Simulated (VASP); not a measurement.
Write the native input for VASP 6.6.1 that does the following.

| Quantity | Value |
| --- | --- |
| Task | relaxation of cell and atoms |
| Functional | PBEsol |
| Potentials or basis | VASP PAW PBE potentials, release 64 (Mg, B) |
| Cutoff | 600 eV |
| k mesh | 10 × 10 × 8 |
| Occupations | fermi-dirac, width 0.05 eV |
| Spin | no spin polarisation |
| Target pressure | 5 GPa |
| Dipole correction | no |
| Further INCAR settings | ALGO = Normal; EDIFF = 1e-07; IBRION = 2; EDIFFG = -0.01; NSW = 60; ISIF = 3 |

The structure of MgB2 lies in POSCAR:

```
MgB2
1.0
    3.0850000000      0.0000000000      0.0000000000
   -1.5425000000      2.6716883707      0.0000000000
    0.0000000000      0.0000000000      3.5230000000
Mg B
1 2
Direct
    0.0000000000      0.0000000000      0.0000000000
    0.6666666667      0.3333333333      0.5000000000
    0.3333333333      0.6666666667      0.5000000000
```

These files were run (other wordings do the same):

INCAR

```
SYSTEM = MgB2
  PREC = Accurate
  ENCUT = 600
  EDIFF = 1E-7
  ISMEAR = -1
  SIGMA = 0.05
  LREAL = .False.
  LASPH = .True.
  NELM = 100
  ALGO = Normal
  ISIF = 3
  LWAVE = .False.
  LCHARG = .False.
  GGA = PS
  IBRION = 2
  NSW = 60
  EDIFFG = -0.01
  PSTRESS = 50.0
```

KPOINTS

```
regular mesh
0
Gamma
  10 10 8
  0 0 0
```

Potentials or basis: VASP PAW PBE potentials, release 64 (Mg, B).

Command:

```console
$ cat potpaw_PBE.64/Mg/POTCAR potpaw_PBE.64/B/POTCAR > POTCAR
$ mpirun -np 1 vasp_std > vasp.out
```

It gave:

```
Relaxed volume                                             : 9.17 Å³/atom
Relaxed cell                                               : a = 3.045 Å, b = 3.045 Å, c = 3.426 Å, α = 90.00°, β = 90.00°, γ = 120.00°
Space group after relaxing (to 0.1 Å)                      : P6/mmm (No. 191)
Energy change on relaxing (the run minimises the enthalpy) : +2.5 meV/atom
Ionic steps                                                : 5
Pressure after relaxing                                    : 5.0 GPa
Band gap on the k mesh                                     : zero (bands 4 and 5 overlap by 2.69 eV)
```

Caveat: the cell is relaxed towards a set pressure, so the run minimises the enthalpy, not the energy; the PAW data sets were made with another functional, which shifts forces and pressure a little.

Run time: 25 s on 1 thread of Intel(R) Xeon(R) 6975P-C (Granite Rapids) (shared host), peak memory 0.17 GiB.
